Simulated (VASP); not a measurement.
Ba3Zn:

```xyz
4
Lattice="4.9890 0.0000 0.0000 0.0000 4.9890 0.0000 0.0000 0.0000 4.9890" Properties=species:S:1:pos:R:3 pbc="T T T"
Ba    0.0000    2.4945    2.4945
Ba    2.4945    0.0000    2.4945
Ba    2.4945    2.4945    0.0000
Zn    0.0000    0.0000    0.0000
```

```yaml
Program: VASP 6.6.1
Task: relaxation of cell and atoms
Functional: PBE
Potentials_or_basis: VASP PAW PBE potentials, release 64 (Ba_sv, Zn)
Cutoff: 600 eV
k_mesh: 4 × 4 × 4
Occupations: gaussian, width 0.1 eV
Spin: no spin polarisation
```

At the start: pressure 9.5 GPa; volume 31.04 Å³/atom.

How do energy, volume and symmetry change on relaxing?

Over 5 steps the energy falls by 331.1 meV/atom and the volume is 47.10 Å³/atom (+51.7 %); space group Pm-3m (No. 221, to 0.05 Å).

Step by step:
| step | energy change (eV) | largest force (eV/Å) | pressure (GPa) | volume (Å³) |
| --- | --- | --- | --- | --- |
| 1 | 0.0000 | 0.0000 | 9.49 | 124.18 |
| 2 | -1.1626 | 0.0000 | 2.13 | 160.25 |
| 3 | -1.3047 | 0.0000 | 0.68 | 176.77 |
| 4 | -1.2187 | 0.0000 | -1.12 | 213.13 |
| 5 | -1.3243 | 0.0000 | -0.10 | 188.40 |

Final structure:
```yaml
crystal:
  lattice:
    - [5.73267, 0.00000, 0.00000]
    - [0.00000, 5.73267, 0.00000]
    - [0.00000, 0.00000, 5.73267]
  atoms:
    - { symbol: Ba, position: [0.00000, 0.50000, 0.50000] }
    - { symbol: Ba, position: [0.50000, 0.00000, 0.50000] }
    - { symbol: Ba, position: [0.50000, 0.50000, 0.00000] }
    - { symbol: Zn, position: [0.00000, 0.00000, 0.00000] }
```

Caveat: the volume moved by over 15 % at a fixed basis, so the end points are rough.
